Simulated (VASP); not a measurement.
# Sr8Ti8O23 (a cell with a defect) in VASP: single point with LDA

Aim: the single point of Sr8Ti8O23 (a cell with a defect) with LDA.

All numbers are computed with VASP 6.6.1; they aren't measurements. Logs are shortened: lines on timing, memory, paths and dates and some standing lists are left out, and cuts for length are marked.

### Step 1. The cell of the first run

The cell holds a defect, 39 atoms: a = 7.708 Å, b = 7.708 Å, c = 7.708 Å, α = 90.00°, β = 90.00°, γ = 90.00°.

### Step 2. Single point, LDA

The input, INCAR:

```
PREC     = Accurate       # precision mode
ENCUT    = 520            # plane-wave cutoff, eV
EDIFF    = 1E-6           # SCF threshold, eV
ISMEAR   = 0              # smearing method
SIGMA    = 0.02           # smearing width, eV
LREAL    = Auto         
LASPH    = T              # aspherical terms in the spheres
NELM     = 80             # most SCF steps
ALGO     = Normal         # electronic algorithm
ISIF     = 2              # what is computed and relaxed
LWAVE    = F              # write WAVECAR
LCHARG   = F              # write CHGCAR
GGA      = CA             # functional
NBANDS   = 182            # bands
NELECT   = 312.0
```

The input, KPOINTS:

```
Automatic mesh
0
Gamma
  2 2 2
  0.5 0.5 0.5
```

The input, POSCAR:

```
Sr8Ti8O23
1.0
    0.0000000000      0.0000000000      7.7080460010
   -7.7080460010      0.0000000000      0.0000000000
    0.0000000000     -7.7080460010      0.0000000000
Sr Ti O
8 8 23
Direct
   -0.0058099031      0.5119161198      0.4946699850
    0.5071216492      0.5127820980      0.4928783507
   -0.0050147599      0.5118381493      0.0050147599
    0.5053300148      0.5119161198      0.0058099031
   -0.0058099031     -0.0119161199      0.4946699850
    0.5071216492     -0.0127820981      0.4928783507
   -0.0050147599     -0.0118381494      0.0050147599
    0.5053300148     -0.0119161199      0.0058099031
    0.2601790389      0.2500000648      0.2324766873
    0.7522797606      0.2500000648      0.2477202393
    0.2406314129      0.2499999351      0.7593685870
    0.7675233126      0.2499999351      0.7398209610
    0.2497939166      0.7499999350      0.2535195041
    0.7505807567      0.7499999350      0.2494191134
    0.2487469587      0.7500000648      0.7512530412
    0.7464804957      0.7500000648      0.7502060833
    0.3998737163      0.2499999351      0.6001262835
    0.7479690701      0.2500000648      0.4966147062
    0.2815253048      0.2500000648     -0.0014025604
    0.7471051677      0.2499999351     -0.0088923963
    0.2453654272      0.7500000648      0.5060370682
    0.7510598664      0.7499999350      0.5000733000
    0.2467804421      0.7499999350      0.0099867074
    0.7491957105      0.7500000648     -0.0004030853
    0.0088923963      0.2500000648      0.2528948322
    0.5033852937      0.2500000648      0.2520308000
    0.0014025604      0.2499999351      0.7184745653
    0.0004030853      0.7500000648      0.2508042894
    0.4999265702      0.7500000648      0.2489401334
   -0.0099867074      0.7499999350      0.7532195578
    0.4939629317      0.7500000648      0.7546345727
    0.2515790642      0.4939077945      0.2706159252
    0.7530253451      0.5007279406      0.2469746548
    0.2353461564      0.4994985758      0.7646538434
    0.7293840747      0.4939076647      0.7484209356
    0.2515790642      0.0060922055      0.2706159252
    0.7530253451     -0.0007279406      0.2469746548
    0.2353461564      0.0005014241      0.7646538434
    0.7293840747      0.0060923352      0.7484209356
```

Potentials or basis: VASP PAW LDA potentials, release 64 (Sr_sv, Ti_sv, O).

On the command line:

```sh
cat potpaw_LDA.64/Sr_sv/POTCAR potpaw_LDA.64/Ti_sv/POTCAR potpaw_LDA.64/O/POTCAR > POTCAR
mpirun -np 1 vasp_std > vasp.out
```

OUTCAR:

```text
PREC = Accurate
   ENCUT = 520
   EDIFF = 1E-6
   ISMEAR = 0
   LREAL = Auto
   LASPH = T
   NELM = 80
   ISIF = 2
   GGA = CA
   NELECT = 312.0

 ion  position               nearest neighbor table
   1  0.994  0.512  0.495-  22 2.62  28 2.63  32 2.63  27 2.66  33 2.67  21 2.67  30 2.71  25 2.75
                            18 2.77  34 2.79  35 2.83  14 3.24  12 3.27  13 3.27  16 3.30  15 3.34
   2  0.507  0.513  0.493-  17 2.34  32 2.61  35 2.61  22 2.62  29 2.62  33 2.68  31 2.72  21 2.72
                            18 2.75  26 2.75  34 2.96  14 3.22  13 3.27  16 3.27  10 3.35  15 3.36
   3  0.995  0.512  0.005-  34 2.62  28 2.64  24 2.64  33 2.64  23 2.67  30 2.67  25 2.78  20 2.78
                            32 2.85  35 2.85  19 2.99  27 2.99  14 3.24  13 3.30  16 3.30  15 3.32
   4  0.505  0.512  0.006-  29 2.62  24 2.63  35 2.63  19 2.66  33 2.67  31 2.67  23 2.71  20 2.75
                            26 2.77  34 2.79  32 2.83  14 3.24   9 3.27  16 3.27  13 3.30  15 3.34
   5  0.994  0.988  0.495-  22 2.62  28 2.63  36 2.63  27 2.66  37 2.67  21 2.67  30 2.71  25 2.75
                            18 2.77  38 2.79  39 2.83  14 3.24  12 3.27  13 3.27  16 3.30  15 3.34
   6  0.507  0.987  0.493-  17 2.34  36 2.61  39 2.61  29 2.62  22 2.62  37 2.68  31 2.72  21 2.72
                            18 2.75  26 2.75  38 2.96  14 3.22  16 3.27  13 3.27  10 3.35  15 3.36
   7  0.995  0.988  0.005-  38 2.62  28 2.64  24 2.64  37 2.64  23 2.67  30 2.67  20 2.78  25 2.78
                            36 2.85  39 2.85  19 2.99  27 2.99  14 3.24  16 3.30  13 3.30  15 3.32
   8  0.505  0.988  0.006-  29 2.62  24 2.63  39 2.63  19 2.66  37 2.67  31 2.67  23 2.71  20 2.75
                            26 2.77  38 2.79  36 2.83  14 3.24   9 3.27  16 3.27  13 3.30  15 3.34
   9  0.260  0.250  0.232-  19 1.81  26 1.88  32 1.90  36 1.90  25 1.94   4 3.27   8 3.27   3 3.37
                             7 3.37   2 3.43   6 3.43   1 3.52   5 3.52
  10  0.752  0.250  0.248-  26 1.92  18 1.92  33 1.93  37 1.93  20 1.98  25 1.98   3 3.33   7 3.33
                             1 3.34   4 3.34   5 3.34   8 3.34   2 3.35   6 3.35
  11  0.241  0.250  0.759-  17 1.74  19 1.87  27 1.87  38 1.92  34 1.92   7 3.35   3 3.35   8 3.44
                             5 3.44   4 3.44   1 3.44   6 3.54   2 3.54
  12  0.768  0.250  0.740-  27 1.81  18 1.88  39 1.90  35 1.90  20 1.94   5 3.27   1 3.27   7 3.37
                             3 3.37   6 3.43   2 3.43   8 3.52   4 3.52
  13  0.250  0.750  0.254-  23 1.88  28 1.92  29 1.93  21 1.95  32 1.98  36 1.98   2 3.27   6 3.27
                             1 3.27   5 3.27   4 3.30   8 3.30   3 3.30   7 3.30
  14  0.751  0.750  0.249-  33 1.92  37 1.92  24 1.93  28 1.93  29 1.93  22 1.93   2 3.22   6 3.22
                             4 3.24   8 3.24   1 3.24   5 3.24   3 3.24   7 3.24
  15  0.249  0.750  0.751-  31 1.89  21 1.89  38 1.94  34 1.94  30 1.99  23 1.99   7 3.32   3 3.32
                             8 3.34   5 3.34   4 3.34   1 3.34   6 3.36   2 3.36
  16  0.746  0.750  0.750-  30 1.88  24 1.92  22 1.93  31 1.95  39 1.98  35 1.98   6 3.27   2 3.27
                             8 3.27   4 3.27   5 3.30   1 3.30   7 3.30   3 3.30
  17  0.400  0.250  0.600-  11 1.74   6 2.34   2 2.34
  18  0.748  0.250  0.497-  12 1.88  10 1.92   2 2.75   6 2.75   1 2.77   5 2.77
  19  0.282  0.250  0.999-   9 1.81  11 1.87   4 2.66   8 2.66   3 2.99   7 2.99
  20  0.747  0.250  0.991-  12 1.94  10 1.98   8 2.75   4 2.75   7 2.78   3 2.78
  21  0.245  0.750  0.506-  15 1.89  13 1.95   5 2.67   1 2.67   6 2.72   2 2.72
  22  0.751  0.750  0.500-  16 1.93  14 1.93   1 2.62   5 2.62   2 2.62   6 2.62
  23  0.247  0.750  0.010-  13 1.88  15 1.99   3 2.67   7 2.67   4 2.71   8 2.71
[... 14 lines left out ...]
  38  0.235  0.001  0.765-  11 1.92  15 1.94   7 2.62   5 2.79   8 2.79   6 2.96
  39  0.729  0.006  0.748-  12 1.90  16 1.98   6 2.61   8 2.63   5 2.83   7 2.85

  LATTYP: Found a simple cubic cell.
 ALAT       =     7.7080460010

  Lattice vectors:

 A1 = (   0.0000000000,   0.0000000000,   7.7080460010)
 A2 = (  -7.7080460010,   0.0000000000,   0.0000000000)
 A3 = (   0.0000000000,  -7.7080460010,   0.0000000000)

Analysis of symmetry for initial positions (statically):
=====================================================================
 Subroutine PRICEL returns:
 Original cell was already a primitive cell.

 Routine SETGRP: Setting up the symmetry group for a
 simple cubic supercell.

 Subroutine GETGRP returns: Found  4 space group operations
 (whereof  2 operations were pure point group operations)
 out of a pool of 48 trial point group operations.

The static configuration has the point symmetry C_1h.
 The point group associated with its full space group is C_2v.

Analysis of symmetry for dynamics (positions and initial velocities):
=====================================================================
 Subroutine PRICEL returns:
 Original cell was already a primitive cell.

 Routine SETGRP: Setting up the symmetry group for a
 simple cubic supercell.

 Subroutine GETGRP returns: Found  4 space group operations
 (whereof  2 operations were pure point group operations)
 out of a pool of 48 trial point group operations.
[... 127 lines left out ...]
 ===========================================

 Found      2 irreducible k-points:

 Following reciprocal coordinates:
            Coordinates               Weight
  0.250000  0.250000  0.250000      4.000000
 -0.250000  0.250000  0.250000      4.000000
   k-points           NKPTS =      2   k-points in BZ     NKDIM =      2   number of bands    NBANDS=    182
   number of dos      NEDOS =    301   number of ions     NIONS =     39
   total plane-waves  NPLWV = 216000
   dimension x,y,z NGX =    60 NGY =   60 NGZ =   60
   dimension x,y,z NGXF=   120 NGYF=  120 NGZF=  120
   ions per type =               8   8  23
   NGX,Y,Z   is equivalent  to a cutoff of  12.94, 12.94, 12.94 a.u.
   NGXF,Y,Z  is equivalent  to a cutoff of  25.88, 25.88, 25.88 a.u.
 SYSTEM =  unknown system
   PREC   = accura    normal or accurate (medium, high low for compatibility)
   ISTART =      0    job   : 0-new  1-cont  2-samecut
   ICHARG =      2    charge: 1-file 2-atom 10-const
   ISPIN  =      1    spin polarized calculation?
   LNONCOLLINEAR =      F non collinear calculations
   LSORBIT =      F    spin-orbit coupling
   LASPH  =      T    aspherical Exc in radial PAW
   ENCUT  =  520.0 eV  38.22 Ry    6.18 a.u.  14.33 14.33 14.33*2*pi/ulx,y,z
   NELM   =     80;   NELMIN=  2; NELMDL= -5     # of ELM steps
   EDIFF  = 0.1E-05   stopping-criterion for ELM
   LREAL  =      T    real-space projection
   EDIFFG = 0.1E-04   stopping-criterion for IOM
   NSW    =      0    number of steps for IOM
   IBRION =     -1    ionic relax: 0-MD 1-quasi-New 2-CG
   NFREE  =      0    steps in history (QN), initial steepest desc. (CG)
   ISIF   =      2    stress and relaxation
   ISYM   =      2    0-nonsym 1-usesym 2-fastsym
   POTIM  = 0.5000    time-step for ionic-motion
   TEBEG  =    0.0;   TEEND  =   0.0 temperature during run
   PSTRESS=    0.0 pullay stress
   NELECT =     312.0000    total number of electrons
   NUPDOWN=      -1.0000    fix difference up-down
   EMIN   =  10.00;   EMAX   =-10.00  energy-range for DOS
   EFERMI =   0.00;   METHOD = LEGACY
   ISMEAR =     0;   SIGMA  =   0.02  broadening in eV -4-tet -1-fermi 0-gaus
   EFERMI_NEDOS =   21; number of points for ismear=-14 and -15
   IALGO  =     38    algorithm
   IMIX   =      4    mixing-type and parameters
     AMIX     =   0.40;   BMIX     =  1.00
     AMIX_MAG =   1.60;   BMIX_MAG =  1.00
  volume/ion in A,a.u.               =      11.74        79.24
  Fermi-wavevector in a.u.,A,eV,Ry     =   1.440507  2.722164 28.232914  2.075061
  Thomas-Fermi vector in A             =   2.559243
   LORBIT       =      0    0 simple, 1 ext, 2 COOP (PROOUT), +10 PAW based schemes
   GGA     = CA    functional components
   LHFCALC =     F    Hartree Fock is set to
   AEXX    =    0.0000 exact exchange contribution
   IVDW    =     0    specifies the selected vdW correction
   LEPSILON=     F    determine dielectric tensor
   LRPA    =     F    only Hartree local field effects (RPA)
 non-spin polarized calculation
 Gauss-broadening in eV      SIGMA  =   0.02
  energy-cutoff  :      520.00
  volume of cell :      457.97
 maximum number of plane-waves:     12341
 NGX is ok and might be reduce to    60
   NGX = 29   NGY = 29   NGZ = 29

 number of electron     312.0000095 magnetization

 Free energy of the ion-electron system (eV)
  ---------------------------------------------------
  ext. energy  EPLUGINS =         0.00000000
  ---------------------------------------------------
  free energy    TOTEN  =      -354.34721767 eV

  energy without entropy =     -354.34721767  energy(sigma->0) =     -354.34721767

 E-fermi :   4.0447     XC(G=0): -11.8184

 val. band max:        3.7878215781   @ k =   0.2500   0.2500   0.2500
 cond. band min:       6.4715654862   @ k =   0.2500   0.2500   0.2500
 fundamental gap:      2.6837439081
 Fermi energy:         4.0446782760

 k-point     1 :       0.2500    0.2500    0.2500
  band No.  band energies     occupation
      1     -51.6434      2.00000
      2     -51.6433      2.00000
      3     -51.5328      2.00000
      4     -51.5327      2.00000
      5     -51.5316      2.00000
      6     -51.4690      2.00000
[... 160 lines left out ...]
    167       7.6974      0.00000
    168       7.7124      0.00000

 k-point     2 :      -0.2500    0.2500    0.2500
  band No.  band energies     occupation
      1     -51.6434      2.00000
      2     -51.6433      2.00000
      3     -51.5328      2.00000
      4     -51.5327      2.00000
      5     -51.5316      2.00000
      6     -51.4690      2.00000
[... 160 lines left out ...]
    167       7.6955      0.00000
    168       7.6956      0.00000
 [bands above 168 left out]

------------------------ aborting loop because EDIFF is reached ----------------------------------------

  FORCE on cell =-STRESS in cart. coord.  units (eV):
  Direction    XX          YY          ZZ          XY          YZ          ZX
  --------------------------------------------------------------------------------------
  -------------------------------------------------------------------------------------
  Total      -11.7664324    -10.4281372    -10.4281372      0.0000000      0.2031008      0.0000000
  in kB      -41.1644668    -36.4824860    -36.4824860      0.0000000      0.7105412      0.0000000
  external PRESSURE =     -38.0431463 kB  Pullay stress =       0.0000000 kB

 VOLUME and BASIS-vectors are now :
 -----------------------------------------------------------------------------
  energy-cutoff  :      520.00
  volume of cell :      457.97
      direct lattice vectors                 reciprocal lattice vectors
     0.000000000  0.000000000  7.708046001     0.000000000  0.000000000  0.129734566
    -7.708046001  0.000000000  0.000000000    -0.129734566  0.000000000  0.000000000
     0.000000000 -7.708046001  0.000000000     0.000000000 -0.129734566  0.000000000

 POSITION                                       TOTAL-FORCE (eV/Angst)
 -----------------------------------------------------------------------------------
     -3.94587     -3.81294      7.66326         0.021114     -0.002588      0.008188
     -3.95255     -3.79913      3.90892        -0.034833      0.010938      0.010938
     -3.94527     -0.03865      7.66939         0.032655      0.012277      0.012277
     -3.94587     -0.04478      3.89511         0.021114      0.008188     -0.002588
     -7.61620     -3.81294      7.66326        -0.021114     -0.002588      0.008188
     -7.60952     -3.79913      3.90892         0.034833      0.010938      0.010938
[... 31 lines left out ...]
     -0.00387     -5.89399      1.81406         0.017802      0.005653      0.005653
     -0.04696     -5.76886      5.62213         0.018675     -0.009480     -0.004977
 -----------------------------------------------------------------------------------
    total drift:                                0.002068     -0.044261     -0.038821

  FREE ENERGIE OF THE ION-ELECTRON SYSTEM (eV)
  ---------------------------------------------------
  free  energy   TOTEN  =      -354.3472176694 eV

  energy  without entropy=     -354.3472176694  energy(sigma->0) =     -354.34721767
```

Run time: 6.3 min. Hardware: 1 thread of AMD EPYC 7R43 (Zen 3), shared host; peak memory 0.39 GiB.

Results:

- Free energy: -354.3472 eV
- Largest force: 0.199 eV/Å

Forces in eV/Å, atoms in the order of the input:
```
Sr   0.021 -0.003  0.008
Sr  -0.035  0.011  0.011
Sr   0.033  0.012  0.012
Sr   0.021  0.008 -0.003
Sr  -0.021 -0.003  0.008
Sr   0.035  0.011  0.011
Sr  -0.033  0.012  0.012
Sr  -0.021  0.008 -0.003
Ti   0.000 -0.115 -0.034
Ti   0.000  0.032  0.032
Ti   0.000 -0.096 -0.096
Ti   0.000 -0.034 -0.115
Ti   0.000 -0.048  0.028
Ti   0.000  0.001  0.001
Ti   0.000 -0.047 -0.047
Ti   0.000  0.028 -0.048
O    0.000  0.141  0.141
O    0.000  0.003 -0.009
O    0.000  0.046  0.000
O    0.000  0.000 -0.019
O    0.000  0.018  0.003
O    0.000 -0.008  0.002
O    0.000  0.075 -0.007
O    0.000  0.000  0.004
O    0.000 -0.019  0.000
O    0.000 -0.009  0.003
O    0.000  0.000  0.046
O    0.000  0.004  0.000
O    0.000  0.002 -0.008
O    0.000 -0.007  0.075
O    0.000  0.003  0.018
O   -0.019 -0.005 -0.009
O    0.007 -0.005 -0.005
O   -0.018  0.006  0.006
O   -0.019 -0.009 -0.005
O    0.019 -0.005 -0.009
O   -0.007 -0.005 -0.005
O    0.018  0.006  0.006
O    0.019 -0.009 -0.005
```

Caveat: the cell carries a net charge on a neutralising background, which shifts energy and pressure; the cell is charged against a uniform background, so pressure and absolute levels hang on convention.
